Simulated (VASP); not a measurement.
A run of VASP 6.6.1 is set up as follows.

The input INCAR:

```
PREC = Accurate ; ENCUT = 520
EDIFF = 1E-7 ; ISMEAR = 0
SIGMA = 0.15 ; LREAL = F
LASPH = T ; NELM = 80
ALGO = Fast ; ISIF = 2
LWAVE = F ; LCHARG = F
GGA = PS ; NBANDS = 18
```

The input KPOINTS:

```
Automatic mesh
0
Gamma
  24 24 12
```

Contents of POSCAR:

```
Au
1.0
    2.9368198740      0.0000000000      0.0000000000
   -1.4684099370      2.5433606173      0.0000000000
    0.0000000000      0.0000000000      4.9103424640
Au
2
Direct
    0.3333333333      0.6666666667      0.7500000000
    0.6666666667      0.3333333333      0.2500000000
```

Potentials or basis: VASP PAW PBE potentials, release 64 (Au).

Run with:

```bash
$ cat potpaw_PBE.64/Au/POTCAR > POTCAR
$ mpirun -np 1 vasp_std > vasp.out
```

(1) What does it give for the band gap on the k mesh?

(2) What does it give for the pressure?

Answers

(1) zero (bands 11 and 12 overlap by 6.39 eV).

(2) -10.4 GPa.

Caveat: the cell differs from its parent crystal (strain +0.025 along x and y, +0.025 along z); the cell stands under tension; the PAW data sets were made with another functional, which shifts forces and pressure a little; spin-orbit coupling is left out, which moves the levels of the heavy elements.
